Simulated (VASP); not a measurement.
# Ta2N (Cm) in VASP: notebook

Ta2N is run at these levels: PBE; tasks: single point.

Program: VASP 6.6.1. These are calculated values, not measurements. Logs are shortened: lines on timing, memory, paths and dates and some standing lists are left out, and cuts for length are marked.

## (1) The cell of the first run

Symmetry: Cm, No. 8, monoclinic system. Conventional cell: a = 5.371 Å, b = 3.101 Å, c = 4.882 Å, α = 90.00°, β = 90.00°, γ = 90.00°. Ta (site symmetry m) has 3 N at 2.09 to 2.16 Å within 2.8 Å. Within 2.9 Å of Ta (site symmetry m) lie 3 N at 2.20 to 2.28 Å. N (site symmetry m) has 6 Ta at 2.09 to 2.28 Å within 2.8 Å.

## (2) Single point, PBE

INCAR

```
  PREC = Accurate
  ENCUT = 520
  EDIFF = 1E-6
  ISMEAR = 0
  SIGMA = 0.15
  LREAL = False
  LASPH = True
  NELM = 80
  ALGO = Normal
  ISIF = 2
  LWAVE = False
  LCHARG = False
  GGA = PE
  NBANDS = 20
```

KPOINTS

```
regular mesh
0
Gamma
  18 18 10
```

POSCAR

```
Ta2N
1.0
    3.1011400584      0.0000000000      0.0000000000
   -1.5505700292      2.6856660713      0.0000000000
    0.0000000000      0.0000000000      4.8818900414
Ta N
2 1
Direct
    0.6778252895      0.3556505789      0.7613018499
    0.3444919561      0.6889839122      0.2714917847
    0.0000000000      0.0000000000      0.0000000000
```

Potentials or basis: VASP PAW PBE potentials, release 64 (Ta_pv, N).

On the command line:

```sh
> cat potpaw_PBE.64/Ta_pv/POTCAR potpaw_PBE.64/N/POTCAR > POTCAR
> mpirun -np 1 vasp_std > vasp.out
```

OUTCAR:

```text
PREC = Accurate
   ENCUT = 520
   EDIFF = 1E-6
   ISMEAR = 0
   LREAL = False
   LASPH = True
   NELM = 80
   ISIF = 2
   GGA = PE

 ion  position               nearest neighbor table
   1  0.678  0.356  0.761-   3 2.09   3 2.16   3 2.16   2 2.99   2 2.99   2 2.99   2 3.07   2 3.07
                             2 3.07
   2  0.344  0.689  0.271-   3 2.20   3 2.20   3 2.28   1 2.99   1 2.99   1 2.99   1 3.07   1 3.07
                             1 3.07
   3  0.000  0.000  0.000-   1 2.09   1 2.16   1 2.16   2 2.20   2 2.20   2 2.28

  LATTYP: Found a hexagonal cell.
 ALAT       =     3.1011400584
 C/A-ratio  =     1.5742243012

  Lattice vectors:

 A1 = (   3.1011400584,   0.0000000000,   0.0000000000)
 A2 = (  -1.5505700292,   2.6856660713,   0.0000000000)
 A3 = (   0.0000000000,   0.0000000000,   4.8818900414)

Analysis of symmetry for initial positions (statically):
=====================================================================
 Subroutine PRICEL returns:
 Original cell was already a primitive cell.

 Routine SETGRP: Setting up the symmetry group for a
 hexagonal supercell.

 Subroutine GETGRP returns: Found  2 space group operations
 (whereof  2 operations were pure point group operations)
 out of a pool of 24 trial point group operations.

The static configuration has the point symmetry C_1h.

Analysis of symmetry for dynamics (positions and initial velocities):
=====================================================================
 Subroutine PRICEL returns:
 Original cell was already a primitive cell.

 Routine SETGRP: Setting up the symmetry group for a
 hexagonal supercell.

 Subroutine GETGRP returns: Found  2 space group operations
 (whereof  2 operations were pure point group operations)
 out of a pool of 24 trial point group operations.

The dynamic configuration has the point symmetry C_1h.

 Subroutine INISYM returns: Found  2 space group operations
 (whereof  2 operations are pure point group operations),
 and found     1 'primitive' translations

----------------------------------------------------------------------------------------

                                     Primitive cell

  volume of cell :      40.6594

  direct lattice vectors                    reciprocal lattice vectors
     3.101140058  0.000000000  0.000000000     0.322462056  0.186173555  0.000000000
    -1.550570029  2.685666071  0.000000000     0.000000000  0.372347110  0.000000000
[... 80 lines left out ...]
   ICHARG =      2    charge: 1-file 2-atom 10-const
   ISPIN  =      1    spin polarized calculation?
   LNONCOLLINEAR =      F non collinear calculations
   LSORBIT =      F    spin-orbit coupling
   LASPH  =      T    aspherical Exc in radial PAW
   ENCUT  =  520.0 eV  38.22 Ry    6.18 a.u.   5.77  5.77  9.08*2*pi/ulx,y,z
   NELM   =     80;   NELMIN=  2; NELMDL= -5     # of ELM steps
   EDIFF  = 0.1E-05   stopping-criterion for ELM
   LREAL  =      F    real-space projection
   EDIFFG = 0.1E-04   stopping-criterion for IOM
   NSW    =      0    number of steps for IOM
   IBRION =     -1    ionic relax: 0-MD 1-quasi-New 2-CG
   NFREE  =      0    steps in history (QN), initial steepest desc. (CG)
   ISIF   =      2    stress and relaxation
   ISYM   =      2    0-nonsym 1-usesym 2-fastsym
   POTIM  = 0.5000    time-step for ionic-motion
   TEBEG  =    0.0;   TEEND  =   0.0 temperature during run
   PSTRESS=    0.0 pullay stress
   NELECT =      27.0000    total number of electrons
   NUPDOWN=      -1.0000    fix difference up-down
   EMIN   =  10.00;   EMAX   =-10.00  energy-range for DOS
   EFERMI =   0.00;   METHOD = LEGACY
   ISMEAR =     0;   SIGMA  =   0.15  broadening in eV -4-tet -1-fermi 0-gaus
   EFERMI_NEDOS =   21; number of points for ismear=-14 and -15
   IALGO  =     38    algorithm
   IMIX   =      4    mixing-type and parameters
     AMIX     =   0.40;   BMIX     =  1.00
     AMIX_MAG =   1.60;   BMIX_MAG =  1.00
  volume/ion in A,a.u.               =      13.55        91.46
  Fermi-wavevector in a.u.,A,eV,Ry     =   1.428266  2.699031 27.755102  2.039942
  Thomas-Fermi vector in A             =   2.548346
   LORBIT       =      0    0 simple, 1 ext, 2 COOP (PROOUT), +10 PAW based schemes
   GGA     = PE    functional components
   LHFCALC =     F    Hartree Fock is set to
   AEXX    =    0.0000 exact exchange contribution
   IVDW    =     0    specifies the selected vdW correction
   LEPSILON=     F    determine dielectric tensor
   LRPA    =     F    only Hartree local field effects (RPA)
 non-spin polarized calculation
 Gauss-broadening in eV      SIGMA  =   0.15
  energy-cutoff  :      520.00
  volume of cell :       40.66
 maximum number of plane-waves:      1112
   NGX = 11   NGY = 11   NGZ = 19

 number of electron      26.9999999 magnetization

 Free energy of the ion-electron system (eV)
  ---------------------------------------------------
  ext. energy  EPLUGINS =         0.00000000
  ---------------------------------------------------
  free energy    TOTEN  =       -34.31920144 eV

  energy without entropy =      -34.30505677  energy(sigma->0) =      -34.31212911

 E-fermi :   7.4979     XC(G=0): -12.8715

 val. band max:        7.4975733881   @ k =   0.0000  -0.1667   0.3000
 cond. band min:       7.4987218823   @ k =  -0.0556   0.3333   0.5000
 fundamental gap:      0.0011484941
 Fermi energy:         7.4978778088

 k-point     1 :       0.0000    0.0000    0.0000
  band No.  band energies     occupation
      1     -28.1704      2.00000
      2     -27.4449      2.00000
      3     -27.4380      2.00000
      4     -27.3148      2.00000
      5     -27.3143      2.00000
      6     -27.2096      2.00000
[... 541 lines left out ...]
     19      10.2689      0.00000
     20      12.2649      0.00000

 [... further k-points ...]
[... 5 lines left out ...]
  --------------------------------------------------------------------------------------
  -------------------------------------------------------------------------------------
  Total        0.1847583      0.6127390      0.2501133      0.0000000      0.1876481      0.0000000
  in kB        7.2803644     24.1448623      9.8556644      0.0000000      7.3942372      0.0000000
  external PRESSURE =      13.7602971 kB  Pullay stress =       0.0000000 kB

 VOLUME and BASIS-vectors are now :
 -----------------------------------------------------------------------------
  energy-cutoff  :      520.00
  volume of cell :       40.66
      direct lattice vectors                 reciprocal lattice vectors
     3.101140058  0.000000000  0.000000000     0.322462056  0.186173555  0.000000000
    -1.550570029  2.685666071  0.000000000     0.000000000  0.372347110  0.000000000
     0.000000000  0.000000000  4.881890041     0.000000000  0.000000000  0.204838698

 POSITION                                       TOTAL-FORCE (eV/Angst)
 -----------------------------------------------------------------------------------
      1.55057      0.95516      3.71659         0.000000     -0.493152     -0.714702
      0.00000      1.85038      1.32539         0.000000     -0.307403     -0.489769
      0.00000      0.00000      0.00000        -0.000000      0.800555      1.204471
 -----------------------------------------------------------------------------------
    total drift:                               -0.000000      0.000054      0.000093

  FREE ENERGIE OF THE ION-ELECTRON SYSTEM (eV)
  ---------------------------------------------------
  free  energy   TOTEN  =       -34.3192014429 eV

  energy  without entropy=      -34.3050567714  energy(sigma->0) =      -34.31212911
```

Run time: 17 min. Hardware: 1 thread of Oxide Virtual Turin-like, shared host; peak memory 0.63 GiB.

What came out:

```
Free energy   : -34.3192 eV
Pressure      : 1.4 GPa
Largest force : 1.446 eV/Å
```

Forces on the atoms (eV/Å):
```
Ta   0.000 -0.493 -0.715
Ta   0.000 -0.307 -0.490
N    0.000  0.801  1.204
```

Stress tensor (GPa, compression positive):
```
0.73 0.00 0.00
0.00 2.41 0.74
0.00 0.74 0.99
```

Caveat: the cell differs from its parent crystal (all Ta atoms moved -0.100 Å, as atom 1 towards its neighbour atom 2 (Ta) at 2.987 Å); spin-orbit coupling is left out, which moves the levels of the heavy elements; forces of over 1 eV/Å act on the atoms, so gaps and moduli don't describe the material at rest.

## (3) Single point, PBE

INCAR

```
SYSTEM = Ta2N
PREC = Accurate
ENCUT = 520
EDIFF = 1E-7
ISMEAR = 0
SIGMA = 0.15
LREAL = .False.
LASPH = .True.
NELM = 80
ALGO = Normal
ISIF = 2
LWAVE = .False.
LCHARG = .False.
GGA = PE
NBANDS = 20
```

KPOINTS

```
Automatic mesh
0
Gamma
  18 18 10
  0 0 0
```

POSCAR

```
Ta2N
1.0
    3.1011400584      0.0000000000      0.0000000000
   -1.5505700292      2.6856660713      0.0000000000
    0.0000000000      0.0000000000      4.8818900414
Ta N
2 1
Direct
    0.6582976996      0.3165953992      0.7326074197
    0.3249643662      0.6499287325      0.2427973545
    0.0000000000      0.0000000000      0.0000000000
```

Potentials or basis: VASP PAW PBE potentials, release 64 (Ta_pv, N).

On the command line:

```sh
> cat potpaw_PBE.64/Ta_pv/POTCAR potpaw_PBE.64/N/POTCAR > POTCAR
> mpirun -np 1 vasp_std > vasp.out
```

Wall time 20 min (1 thread of Oxide Virtual Turin-like, shared host); peak memory 0.64 GiB.

The run converged. Its results:

- Free energy: -34.3507 eV
- Pressure: 1.0 GPa
- Largest force: 1.077 eV/Å

Forces on the atoms (eV/Å):
```
Ta   0.000  0.242  0.370
Ta   0.000  0.346  0.532
N    0.000 -0.589 -0.902
```

Stress tensor (GPa, compression positive):
```
0.61 0.00 0.00
0.00 1.55 0.41
0.00 0.41 0.74
```

Levels at points of the mesh, in eV from the Fermi level:
| k point | band 9 | band 10 | band 11 | band 12 | band 13 | band 14 | band 15 | band 16 | band 17 | band 18 |
| --- | --- | --- | --- | --- | --- | --- | --- | --- | --- | --- |
| (0.00, 0.00, 0.00) | -6.04 | -6.03 | -4.97 | -0.80 | -0.27 | -0.21 | 0.28 | 0.34 | 0.49 | 1.19 |
| (0.50, 0.00, 0.00) | -6.55 | -6.35 | -4.52 | -2.60 | -1.34 | 1.70 | 1.92 | 3.74 | 4.04 | 4.19 |
| (0.00, 0.50, 0.00) | -6.53 | -6.33 | -4.54 | -2.61 | -1.36 | 1.69 | 1.94 | 3.68 | 4.03 | 4.25 |
| (0.00, 0.00, 0.50) | -6.20 | -6.20 | -3.00 | -2.59 | -1.08 | -1.07 | 1.71 | 1.92 | 2.29 | 2.32 |
| (0.50, 0.00, 0.50) | -6.70 | -6.09 | -3.29 | -2.15 | -2.10 | -0.29 | 0.76 | 3.35 | 3.59 | 4.07 |
| (0.00, 0.50, 0.50) | -6.68 | -6.07 | -3.29 | -2.15 | -2.09 | -0.32 | 0.75 | 3.36 | 3.54 | 4.06 |

Caveat: the cell differs from its parent crystal (all Ta atoms moved +0.075 Å, as atom 1 towards its neighbour atom 2 (Ta) at 2.987 Å); spin-orbit coupling is left out, which moves the levels of the heavy elements; forces of over 1 eV/Å act on the atoms, so gaps and moduli don't describe the material at rest.
